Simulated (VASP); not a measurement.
# Hf2BeCl (P-6m2) in VASP: density of states with PBE

Aim: the density of states of Hf2BeCl with PBE.

Everything below comes from runs of VASP 6.6.1. Logs are shortened: lines on timing, memory, paths and dates and some standing lists are left out, and cuts for length are marked.

**1. The cell of the first run**

It takes space group P-6m2 (No. 187, hexagonal). The conventional cell has a = 3.255 Å, b = 3.255 Å, c = 7.690 Å, α = 90.00°, β = 90.00°, γ = 120.00°. Hf (site symmetry 3m) has 3 Be at 2.61 Å and 3 Cl at 2.77 Å and 6 Hf at 3.25 Å within 3.4 Å. Within 3.4 Å of Be (site symmetry -6m2) lie 6 Hf at 2.61 Å and 6 Be at 3.25 Å. Cl (site symmetry -6m2) has 6 Hf at 2.77 Å and 6 Cl at 3.25 Å within 3.6 Å.

**2. Density of states, PBE**

POSCAR reads:

```
Hf2BeCl
1.0
    3.2549166687      0.0000000000      0.0000000000
   -1.6274583344      2.8188405223      0.0000000000
    0.0000000000      0.0000000000      7.6899843114
Hf Be Cl
2 1 1
Direct
    0.0000000000      0.0000000000      0.7359343904
    0.0000000000      0.0000000000      0.2640656096
    0.3333333333      0.6666666667      0.5000000000
    0.3333333333      0.6666666667      0.0000000000
```

INCAR.step1 reads:

```
PREC = Accurate ; ENCUT = 520
EDIFF = 1E-6 ; ISMEAR = 0
SIGMA = 0.1 ; LREAL = False
LASPH = True ; NELM = 100
ALGO = Normal ; ISIF = 2
LWAVE = False ; LCHARG = True
LMAXMIX = 4 ; GGA = PE
NBANDS = 22
```

KPOINTS.step1 reads:

```
regular mesh
0
Gamma
  18 18 6
```

INCAR.step2 reads:

```
PREC = Accurate ; ENCUT = 520
EDIFF = 1E-6 ; ISMEAR = -5
SIGMA = 0.1 ; LREAL = False
LASPH = True ; NELM = 100
ALGO = Normal ; ISIF = 2
LWAVE = False ; LCHARG = False
LMAXMIX = 4 ; GGA = PE
LORBIT = 11 ; NEDOS = 1001
ICHARG = 11
```

KPOINTS.step2 reads:

```
regular mesh
0
Gamma
  27 27 9
```

Potentials or basis: VASP PAW PBE potentials, release 64 (Hf_pv, Be, Cl).

Run with:

```console
cat potpaw_PBE.64/Hf_pv/POTCAR potpaw_PBE.64/Be/POTCAR potpaw_PBE.64/Cl/POTCAR > POTCAR
cp INCAR.step1 INCAR
cp KPOINTS.step1 KPOINTS
mpirun -np 1 vasp_std > vasp.out
cp INCAR.step2 INCAR
cp KPOINTS.step2 KPOINTS
mpirun -np 1 vasp_std > vasp.out
```

OUTCAR:

```text
PREC = Accurate
   ENCUT = 520
   EDIFF = 1E-6
   ISMEAR = -5
   LREAL = False
   LASPH = True
   NELM = 100
   ISIF = 2
   GGA = PE
   LORBIT = 11
   ICHARG = 11

 ion  position               nearest neighbor table
   1  0.000  0.000  0.736-   3 2.61   3 2.61   3 2.61   4 2.77   4 2.77   4 2.77   2 3.63
   2  0.000  0.000  0.264-   3 2.61   3 2.61   3 2.61   4 2.77   4 2.77   4 2.77   1 3.63
   3  0.333  0.667  0.500-   1 2.61   2 2.61   1 2.61   2 2.61   1 2.61   2 2.61
   4  0.333  0.667  0.000-   1 2.77   2 2.77   1 2.77   2 2.77   1 2.77   2 2.77

  LATTYP: Found a hexagonal cell.
 ALAT       =     3.2549166687
 C/A-ratio  =     2.3625748657

  Lattice vectors:

 A1 = (   3.2549166687,   0.0000000000,   0.0000000000)
 A2 = (  -1.6274583344,   2.8188405223,   0.0000000000)
 A3 = (   0.0000000000,   0.0000000000,   7.6899843114)

Analysis of symmetry for initial positions (statically):
=====================================================================
 Subroutine PRICEL returns:
 Original cell was already a primitive cell.

 Routine SETGRP: Setting up the symmetry group for a
 hexagonal supercell.

 Subroutine GETGRP returns: Found 12 space group operations
 (whereof 12 operations were pure point group operations)
 out of a pool of 24 trial point group operations.

The static configuration has the point symmetry D_3h.

Analysis of symmetry for dynamics (positions and initial velocities):
=====================================================================
 Subroutine PRICEL returns:
 Original cell was already a primitive cell.

 Routine SETGRP: Setting up the symmetry group for a
 hexagonal supercell.

 Subroutine GETGRP returns: Found 12 space group operations
 (whereof 12 operations were pure point group operations)
 out of a pool of 24 trial point group operations.

The dynamic configuration has the point symmetry D_3h.

 Subroutine INISYM returns: Found 12 space group operations
 (whereof 12 operations are pure point group operations),
 and found     1 'primitive' translations

----------------------------------------------------------------------------------------

                                     Primitive cell

  volume of cell :      70.5563

  direct lattice vectors                    reciprocal lattice vectors
     3.254916669  0.000000000  0.000000000     0.307227527  0.177377896  0.000000000
    -1.627458334  2.818840522  0.000000000     0.000000000  0.354755791  0.000000000
     0.000000000  0.000000000  7.689984311     0.000000000  0.000000000  0.130039277

  length of vectors
     3.254916669  3.254916669  7.689984311     0.354755791  0.354755791  0.130039277

  position of ions in fractional coordinates (direct lattice)
     0.000000000  0.000000000  0.735934390
     0.000000000  0.000000000  0.264065610
     0.333333333  0.666666667  0.500000000
     0.333333333  0.666666667  0.000000000

  ion indices of the primitive-cell ions
   primitive index   ion index
                 1           1
                 2           2
                 3           3
                 4           4

----------------------------------------------------------------------------------------

 KPOINTS: regular mesh

Automatic generation of k-mesh.
 Grid dimensions read from file:
 generate k-points for:   27   27    9

 Generating k-lattice:

  Cartesian coordinates                     Fractional coordinates (reciprocal lattice)
     0.011378797  0.006569552  0.000000000     0.037037037  0.000000000  0.000000000
     0.000000000  0.013139103  0.000000000     0.000000000  0.037037037  0.000000000
     0.000000000  0.000000000  0.014448809     0.000000000  0.000000000  0.111111111

  Length of vectors
     0.013139103  0.013139103  0.014448809

  Shift w.r.t. Gamma in fractional coordinates (k-lattice)
     0.000000000  0.000000000  0.000000000

 TETIRR: Found   6288 inequivalent tetrahedra from    39366

 Subroutine IBZKPT returns following result:
 ===========================================

 Found    375 irreducible k-points:

 Following reciprocal coordinates:
            Coordinates               Weight
  0.000000  0.000000  0.000000      1.000000
  0.037037  0.000000  0.000000      6.000000
  0.074074  0.000000  0.000000      6.000000
  0.111111 -0.000000  0.000000      6.000000
  0.148148 -0.000000  0.000000      6.000000
  0.185185  0.000000  0.000000      6.000000
[... 16 lines left out ...]
  0.333333  0.037037  0.000000     12.000000
  0.370370  0.037037  0.000000     12.000000
 [... further k-points ...]
   k-points           NKPTS =    375   k-points in BZ     NKDIM =    375   number of bands    NBANDS=     18
   number of dos      NEDOS =   1001   number of ions     NIONS =      4
   total plane-waves  NPLWV =  34560
   dimension x,y,z NGX =    24 NGY =   24 NGZ =   60
   dimension x,y,z NGXF=    48 NGYF=   48 NGZF=  120
   ions per type =               2   1   1
   NGX,Y,Z   is equivalent  to a cutoff of  12.26, 12.26, 12.97 a.u.
   NGXF,Y,Z  is equivalent  to a cutoff of  24.52, 24.52, 25.94 a.u.
 SYSTEM =  unknown system
   PREC   = accura    normal or accurate (medium, high low for compatibility)
   ISTART =      0    job   : 0-new  1-cont  2-samecut
   ICHARG =     11    charge: 1-file 2-atom 10-const
   ISPIN  =      1    spin polarized calculation?
   LNONCOLLINEAR =      F non collinear calculations
   LSORBIT =      F    spin-orbit coupling
   LASPH  =      T    aspherical Exc in radial PAW
   ENCUT  =  520.0 eV  38.22 Ry    6.18 a.u.   6.05  6.05 14.30*2*pi/ulx,y,z
   NELM   =    100;   NELMIN=  2; NELMDL=  0     # of ELM steps
   EDIFF  = 0.1E-05   stopping-criterion for ELM
   LREAL  =      F    real-space projection
   EDIFFG = 0.1E-04   stopping-criterion for IOM
   NSW    =      0    number of steps for IOM
   IBRION =     -1    ionic relax: 0-MD 1-quasi-New 2-CG
   NFREE  =      0    steps in history (QN), initial steepest desc. (CG)
   ISIF   =      2    stress and relaxation
   ISYM   =      2    0-nonsym 1-usesym 2-fastsym
   POTIM  = 0.5000    time-step for ionic-motion
   TEBEG  =    0.0;   TEEND  =   0.0 temperature during run
   PSTRESS=    0.0 pullay stress
   NELECT =      29.0000    total number of electrons
   NUPDOWN=      -1.0000    fix difference up-down
   EMIN   =  10.00;   EMAX   =-10.00  energy-range for DOS
   EFERMI =   0.00;   METHOD = LEGACY
   ISMEAR =    -5;   SIGMA  =   0.10  broadening in eV -4-tet -1-fermi 0-gaus
   EFERMI_NEDOS =   21; number of points for ismear=-14 and -15
   IALGO  =     38    algorithm
   IMIX   =      4    mixing-type and parameters
     AMIX     =   0.40;   BMIX     =  1.00
     AMIX_MAG =   1.60;   BMIX_MAG =  1.00
  volume/ion in A,a.u.               =      17.64       119.03
  Fermi-wavevector in a.u.,A,eV,Ry     =   1.217201  2.300176 20.158089  1.481578
  Thomas-Fermi vector in A             =   2.352529
   LORBIT       =     11    0 simple, 1 ext, 2 COOP (PROOUT), +10 PAW based schemes
   GGA     = PE    functional components
   LHFCALC =     F    Hartree Fock is set to
   AEXX    =    0.0000 exact exchange contribution
   IVDW    =     0    specifies the selected vdW correction
   LEPSILON=     F    determine dielectric tensor
   LRPA    =     F    only Hartree local field effects (RPA)
 non-spin polarized calculation
 Fermi weights with tetrahedron method with Bloechl corrections
  energy-cutoff  :      520.00
  volume of cell :       70.56
 maximum number of plane-waves:      1932

 number of electron      28.9999999 magnetization

 Free energy of the ion-electron system (eV)
  ---------------------------------------------------
  ext. energy  EPLUGINS =         0.00000000
  ---------------------------------------------------
  free energy    TOTEN  =       -25.92124225 eV

  energy without entropy =      -25.92124225  energy(sigma->0) =      -25.92124225

 E-fermi :   5.9008     XC(G=0): -10.9567

 val. band max:        5.9117019626   @ k =   0.3333   0.1481   0.4444
 cond. band min:       5.8800501759   @ k =   0.2963   0.1852   0.4444
 fundamental gap:     -0.0316517868
 Fermi energy:         5.9008061532

 k-point     1 :       0.0000    0.0000    0.0000
  band No.  band energies     occupation
      1     -25.1818      2.00000
      2     -25.0832      2.00000
      3     -24.6700      2.00000
      4     -24.6700      2.00000
      5     -24.6643      2.00000
      6     -24.6643      2.00000
[... 10 lines left out ...]
     17       7.0460      0.00000
     18       8.1381      0.00000

 k-point     2 :       0.0370    0.0000    0.0000
  band No.  band energies     occupation
      1     -25.1805      2.00000
      2     -25.0822      2.00000
      3     -24.6769      2.00000
      4     -24.6716      2.00000
      5     -24.6710      2.00000
      6     -24.6658      2.00000
[... 10 lines left out ...]
     17       7.0810      0.00000
     18       8.1381      0.00000

 k-point     3 :       0.0741    0.0000    0.0000
  band No.  band energies     occupation
      1     -25.1767      2.00000
      2     -25.0793      2.00000
      3     -24.6971      2.00000
      4     -24.6907      2.00000
      5     -24.6762      2.00000
      6     -24.6704      2.00000
[... 412 lines left out ...]
 k-point    23 :       0.3333    0.0370    0.0000
  band No.  band energies     occupation
      1     -25.1056      2.00000
      2     -25.0600      2.00000
      3     -25.0492      2.00000
      4     -25.0218      2.00000
      5     -24.7652      2.00000
      6     -24.7582      2.00000
[... 10 lines left out ...]
     17       7.7139      0.00000
     18       7.9000      0.00000

 k-point    24 :       0.3704    0.0370    0.0000
  band No.  band energies     occupation
      1     -25.1065      2.00000
      2     -25.0902      2.00000
      3     -25.0871      2.00000
      4     -25.0161      2.00000
      5     -24.7751      2.00000
      6     -24.7679      2.00000
[... 10 lines left out ...]
     17       7.6984      0.00000
     18       7.8215      0.00000

 [... further k-points ...]

------------------------ aborting loop because EDIFF is reached ----------------------------------------

  FORCE on cell =-STRESS in cart. coord.  units (eV):
  Direction    XX          YY          ZZ          XY          YZ          ZX
  --------------------------------------------------------------------------------------
  -------------------------------------------------------------------------------------
  Total       -0.1714425     -0.1714425     -0.2420791      0.0000000      0.0000000      0.0000000
  in kB       -3.8930789     -3.8930789     -5.4970799      0.0000000      0.0000000      0.0000000
  external PRESSURE =      -4.4277459 kB  Pullay stress =       0.0000000 kB

 VOLUME and BASIS-vectors are now :
 -----------------------------------------------------------------------------
  energy-cutoff  :      520.00
  volume of cell :       70.56
      direct lattice vectors                 reciprocal lattice vectors
     3.254916669  0.000000000  0.000000000     0.307227527  0.177377896  0.000000000
    -1.627458334  2.818840522  0.000000000     0.000000000  0.354755791  0.000000000
     0.000000000  0.000000000  7.689984311     0.000000000  0.000000000  0.130039277

 POSITION                                       TOTAL-FORCE (eV/Angst)
 -----------------------------------------------------------------------------------
      0.00000      0.00000      5.65932        -0.000000      0.000000      0.013187
      0.00000      0.00000      2.03066        -0.000000      0.000000     -0.013187
     -0.00000      1.87923      3.84499         0.000000     -0.000000      0.000000
     -0.00000      1.87923      0.00000         0.000000      0.000000      0.000000
 -----------------------------------------------------------------------------------
    total drift:                                0.000227     -0.000131     -0.000000

  FREE ENERGIE OF THE ION-ELECTRON SYSTEM (eV)
  ---------------------------------------------------
  free  energy   TOTEN  =       -25.9212422479 eV

  energy  without entropy=      -25.9212422479  energy(sigma->0) =      -25.92124225

 total charge

# of ion       s       p       d       tot
------------------------------------------
    1        0.343   6.342   1.581   8.266
    2        0.343   6.342   1.581   8.266
    3        0.489   0.559   0.000   1.048
    4        1.593   3.515   0.000   5.108
--------------------------------------------------
tot          2.769  16.758   3.162  22.689
```

It took 4.5 min on 1 thread of AMD EPYC 9R45 (Zen 5), shared host; peak memory 0.54 GiB.

Results:

```
Valence electrons inside the program's atomic spheres : Hf 8.27; Be 1.05; Cl 5.11
```

Caveat: spin-orbit coupling is left out, which moves the levels of the heavy elements; an odd number of electrons without spin polarisation forces a metal; a magnetic or distorted state may lie lower; tetrahedron occupations give inexact forces and stress in metals.
